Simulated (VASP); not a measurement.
Crystal: BaTiO3.

```
Ba Ti O
1.0
     3.97021    0.00000    0.00000
     0.00000    3.97021    0.00000
     0.00000    0.00000    3.97021
Ba Ti O
1 1 3
Cartesian
  0.0000 0.0000 0.0000
  1.9851 1.9851 1.9851
  1.9851 1.9851 0.0000
  0.0000 1.9851 1.9851
  1.9851 0.0000 1.9851
```

Base run:

- Program: VASP 6.6.1
- Functional: PBEsol
- Potentials or basis: VASP PAW PBE potentials, release 64 (Ba_sv, Ti_sv, O)
- Cutoff: 520 eV
- k mesh: 6 × 6 × 6
- Occupations: fermi-dirac, width 0.05 eV
- Spin: no spin polarisation

Its results: band gap on the k mesh 1.74 eV, indirect (least direct gap 1.86 eV); pressure 2.0 GPa.

**Question.** The run is repeated on the same cell with these changes: functional from PBEsol to r2SCAN. What comes out?

**Answer.** Band gap on the k mesh 2.19 eV, indirect (least direct gap 2.32 eV); pressure 5.5 GPa.

r2SCAN gives the wider gap, since meta-GGAs in the generalised Kohn-Sham scheme recover part of the derivative discontinuity.

Caveats: the PAW data sets were made with another functional, which shifts forces and pressure a little; spin-orbit coupling is left out, which moves the levels of the heavy elements.

A k mesh can miss the band edges.
